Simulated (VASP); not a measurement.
Write the native input for VASP 6.6.1 that does the following.

```
Task                   : single point
Functional             : PBE
Potentials or basis    : VASP PAW PBE potentials, release 64 (Ca_sv, Sn_d, O_h)
Cutoff                 : 910 eV
k mesh                 : 3 × 1 × 3
Occupations            : gaussian, width 0.15 eV
Spin                   : no spin polarisation
Dipole correction      : no
Further INCAR settings : LREAL = Auto; ALGO = Normal; EDIFF = 1e-06; NBANDS = 82
```

The structure of CaSn2O5 lies in POSCAR:

```
CaSn2O5
1.0
    3.7178823724      0.0000000000      0.0000000000
    0.0000000000     12.0185448699      0.0000000000
    0.0000000000      0.0000000000      5.2437205062
Ca Sn O
2 4 10
Direct
    0.0000000000      0.5000000000      0.8329497931
    0.5000000000      0.0000000000      0.1670502069
    0.5000000000      0.6541287199      0.3504678871
    0.5000000000      0.3458712801      0.3504678871
    0.0000000000      0.1541287199      0.6495321129
    0.0000000000      0.8458712801      0.6495321129
    0.5000000000      0.6216823337     -0.0080350508
    0.5000000000      0.3783176663     -0.0080350508
    0.5000000000      0.5000000000      0.5182116994
    0.0000000000      0.6752423981      0.5253705594
    0.0000000000      0.3247576019      0.5253705594
    0.0000000000      0.1216823337      1.0080350508
    0.0000000000      0.8783176663      1.0080350508
    0.0000000000      0.0000000000      0.4817883006
    0.5000000000      0.8247576019      0.4746294406
    0.5000000000      0.1752423981      0.4746294406
```

The input as run:

INCAR

```
PREC     = Accurate       # precision mode
ENCUT    = 910            # plane-wave cutoff, eV
EDIFF    = 1E-6           # SCF threshold, eV
ISMEAR   = 0              # smearing method
SIGMA    = 0.15           # smearing width, eV
LREAL    = Auto         
LASPH    = T              # aspherical terms in the spheres
NELM     = 120            # most SCF steps
ALGO     = Normal         # electronic algorithm
ISIF     = 2              # what is computed and relaxed
LWAVE    = F              # write WAVECAR
LCHARG   = F              # write CHGCAR
GGA      = PE             # functional
NBANDS   = 82             # bands
GGA_COMPAT= F
```

KPOINTS

```
Automatic mesh
0
Gamma
  3 1 3
```

Potentials or basis: VASP PAW PBE potentials, release 64 (Ca_sv, Sn_d, O_h).

Command:

```console
$ cat potpaw_PBE.64/Ca_sv/POTCAR potpaw_PBE.64/Sn_d/POTCAR potpaw_PBE.64/O_h/POTCAR > POTCAR
$ mpirun -np 1 vasp_std > vasp.out
```

Results of the run:

- Pressure: 0.0 GPa
- Largest force: 0.082 eV/Å
- Band gap on the k mesh: 0.80 eV

Caveat: the k points lie up to 0.56 Å⁻¹ apart; the cutoff is under 1.25 times the usual one of these potentials, so pressure, stress and relaxed cells hold a basis-set (Pulay) error; spin-orbit coupling is left out, which moves the levels of the heavy elements.

It took 5.1 min on 1 thread of Intel(R) Xeon(R) Platinum 8488C (Sapphire Rapids), on a shared host, peak memory 0.6 GiB.
